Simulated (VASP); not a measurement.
Here is a VASP 6.6.1 calculation.

The input POSCAR:

```
BaTiO3
1.0
    3.9855000000      0.0000000000      0.0000000000
    0.0000000000      2.8369000000      2.8451500000
    0.0000000000     -2.8369000000      2.8451500000
Ba Ti O
1 1 3
Direct
    0.0000000000      0.0000000000      0.0000000000
    0.5000000000      0.5124000000      0.5124000000
    0.5000000000      0.9918400000      0.5052400000
    0.5000000000      0.5052400000      0.9918400000
    0.0000000000      0.4874000000      0.4874000000
```

The input INCAR.step1:

```
SYSTEM = BaTiO3
GGA = PE
ISMEAR = 0
SIGMA = 0.03
LWAVE = .FALSE.
LCHARG = .TRUE.
NBANDS = 45
PREC = Accurate
LASPH = .TRUE.
LREAL = .FALSE.
ALGO = Normal
EDIFF = 1E-7
NELM = 120
GGA_COMPAT = .FALSE.
ENCUT = 640
EFERMI = MIDGAP
LMAXMIX = 4
```

File KPOINTS.step1:

```
Automatic mesh
0
Gamma
  7 7 7
  0 0 0
```

File INCAR.step2:

```
SYSTEM = BaTiO3
GGA = PE
ISMEAR = 0
SIGMA = 0.03
LWAVE = .FALSE.
LCHARG = .FALSE.
NBANDS = 45
PREC = Accurate
LASPH = .TRUE.
LREAL = .FALSE.
ALGO = Normal
EDIFF = 1E-7
NELM = 120
GGA_COMPAT = .FALSE.
ENCUT = 640
EFERMI = MIDGAP
LMAXMIX = 4
ICHARG = 11
```

The input KPOINTS.step2:

```
path GXSRAZGYX1A1TY,ZT
32
line-mode
reciprocal
 0.0000000000  0.0000000000  0.0000000000  G
 0.0000000000  0.4985522663 -0.4985522663  X

 0.0000000000  0.4985522663 -0.4985522663  X
 0.0000000000  0.0000000000 -0.5000000000  S

 0.0000000000  0.0000000000 -0.5000000000  S
-0.5000000000  0.0000000000 -0.5000000000  R

-0.5000000000  0.0000000000 -0.5000000000  R
-0.5000000000  0.4985522663 -0.4985522663  A

-0.5000000000  0.4985522663 -0.4985522663  A
-0.5000000000  0.0000000000  0.0000000000  Z

-0.5000000000  0.0000000000  0.0000000000  Z
 0.0000000000  0.0000000000  0.0000000000  G

 0.0000000000  0.0000000000  0.0000000000  G
 0.0000000000 -0.5000000000 -0.5000000000  Y

 0.0000000000 -0.5000000000 -0.5000000000  Y
 0.0000000000 -0.4985522663 -0.5014477337  X1

 0.0000000000 -0.4985522663 -0.5014477337  X1
-0.5000000000 -0.4985522663 -0.5014477337  A1

-0.5000000000 -0.4985522663 -0.5014477337  A1
-0.5000000000 -0.5000000000 -0.5000000000  T

-0.5000000000 -0.5000000000 -0.5000000000  T
 0.0000000000 -0.5000000000 -0.5000000000  Y

-0.5000000000  0.0000000000  0.0000000000  Z
-0.5000000000 -0.5000000000 -0.5000000000  T
```

Potentials or basis: VASP PAW PBE potentials, release 64 (Ba_sv, Ti_sv, O).

Launch:

```bash
$ cat potpaw_PBE.64/Ba_sv/POTCAR potpaw_PBE.64/Ti_sv/POTCAR potpaw_PBE.64/O/POTCAR > POTCAR
$ cp INCAR.step1 INCAR
$ cp KPOINTS.step1 KPOINTS
$ mpirun -np 1 vasp_std > vasp.out
$ cp INCAR.step2 INCAR
$ cp KPOINTS.step2 KPOINTS
$ mpirun -np 1 vasp_std > vasp.out
```

(1) Predict the band gap on the k mesh.

(2) Estimate the band gap along the path.

Answers

(1) 1.92 eV (least direct gap 2.06 eV).

(2) 1.85 eV (least direct gap 2.06 eV).

Caveat: the log is that of the step along the path at fixed density, whose energy, stress, charges and moments have no meaning; spin-orbit coupling is left out, which moves the levels of the heavy elements.
